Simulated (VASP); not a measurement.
Here is a VASP 6.6.1 calculation.

Contents of INCAR:

```
PREC = Accurate
ENCUT = 520
EDIFF = 1E-7
ISMEAR = 0
SIGMA = 0.05
LREAL = F
LASPH = T
NELM = 80
ALGO = Normal
ISIF = 2
LWAVE = F
LCHARG = F
GGA = PE
NBANDS = 23
```

The input KPOINTS:

```
Automatic mesh
0
Gamma
  10 10 8
```

Contents of POSCAR:

```
HfN
1.0
    3.8732898430      0.0136413003      0.0319040135
    0.0136413003      3.8750073341      0.0268683671
    0.0398600782      0.0335686673      4.7874401986
Hf N
2 2
Direct
    0.4990411618     -0.0054302269      0.1711783132
   -0.0233137883      0.5113616817      0.8104402793
    0.0064410664      0.0297400711      0.0120384794
    0.5178315601      0.4643284742      0.0063429281
```

Potentials or basis: VASP PAW PBE potentials, release 64 (Hf_pv, N).

Command:

```sh
$ cat potpaw_PBE.64/Hf_pv/POTCAR potpaw_PBE.64/N/POTCAR > POTCAR
$ mpirun -np 1 vasp_std > vasp.out
```

Problem. Predict the largest force.

Solution. 3.672 eV/Å.

Problem. Estimate the band gap on the k mesh.

Solution. Zero (band 15 reaches 4.38 eV, above the bottom of band 16 at 2.98 eV).

Problem. Estimate the pressure.

Solution. -0.4 GPa.

Forces in eV/Å, atoms in the order of the input:
```
Hf   0.060 -1.020  0.551
Hf   1.392 -0.092  0.965
N   -0.115 -2.245 -0.865
N   -1.337  3.357 -0.651
```

Caveat: the cell differs from its parent crystal (atoms moved at random and the cell strained at random); spin-orbit coupling is left out, which moves the levels of the heavy elements; forces of over 1 eV/Å act on the atoms, so gaps and moduli don't describe the material at rest.
